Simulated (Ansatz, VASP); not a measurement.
# NaI in VASP and in Ansatz

```
Na I
1.0
     0.00000    3.26410    3.26410
     3.26410    0.00000    3.26410
     3.26410    3.26410    0.00000
Na I
1 1
Cartesian
  0.0000 0.0000 0.0000
  3.2641 3.2641 3.2641
```

Alike in both runs: task relaxation of cell and atoms; functional PBE; k mesh 6 × 6 × 6; no spin polarisation.

|  | VASP | Ansatz |
| --- | --- | --- |
| version | VASP 6.6.1 | Ansatz 0.2.0 |
| potentials or method | VASP PAW PBE potentials, release 64 (Na_pv, I), cutoff 500 eV | scalar-relativistic, plane waves, PAW |
| occupations | gaussian, width 0.01 eV | fixed |
| valence electrons in the cell | 14 | 26 |

```csv
,VASP,Ansatz,Ansatz less VASP
"gap on the k mesh at the Fermi level, each at its own relaxed structure (eV)",3.57,3.58,+0.005
relaxed volume (Å³/atom),34.79,34.78,-0.015
relaxed cell length with the largest relative difference (Å),4.617,4.616,-0.0006
```

VASP's potentials hold 14 valence electrons a cell and Ansatz's 26, so a difference there can come from the potentials and not from the codes.

Neither program's run includes spin-orbit coupling.
